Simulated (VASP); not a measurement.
## SrZr2O3: single point with PBE

SrZr2O3:

```
Sr Zr O
1.0
     5.64435    0.00000    0.00000
    -2.82217    4.88815    0.00000
     0.00000    0.00000    3.19231
Sr Zr O
1 2 3
Cartesian
  0.0000 0.0000 1.5962
  0.0000 3.2588 1.5962
  2.8222 1.6294 1.5962
  -1.4111 2.4441 0.0000
  2.8222 0.0000 0.0000
  1.4111 2.4441 0.0000
```

```json
{
 "Program": "VASP 6.6.1",
 "Task": "single point",
 "Functional": "PBE",
 "Potentials or basis": "VASP PAW PBE potentials, release 64 (Sr_sv, Zr_sv, O)",
 "Cutoff": "600 eV",
 "k mesh": "3 × 3 × 4",
 "Occupations": "gaussian, width 0.15 eV",
 "Spin": "no spin polarisation"
}
```

```json
{
 "Pressure": "0.1 GPa",
 "Band gap on the k mesh": "zero (band 26 reaches 9.60 eV, above the bottom of band 27 at 8.61 eV)"
}
```

Levels at points of the mesh, in eV from the Fermi level:
```tsv
k point	band 24	band 25	band 26	band 27	band 28	band 29
(0.00, 0.00, 0.00)	-4.17	-3.19	-0.61	0.28	0.28	1.38
(0.00, 0.00, 0.50)	-3.89	-0.15	-0.15	0.33	1.63	1.63
```

It took 25 s on 1 thread of Intel(R) Xeon(R) 6975P-C (Granite Rapids), on a shared host, peak memory 0.25 GiB.

Caveat: the k points lie up to 0.49 Å⁻¹ apart.
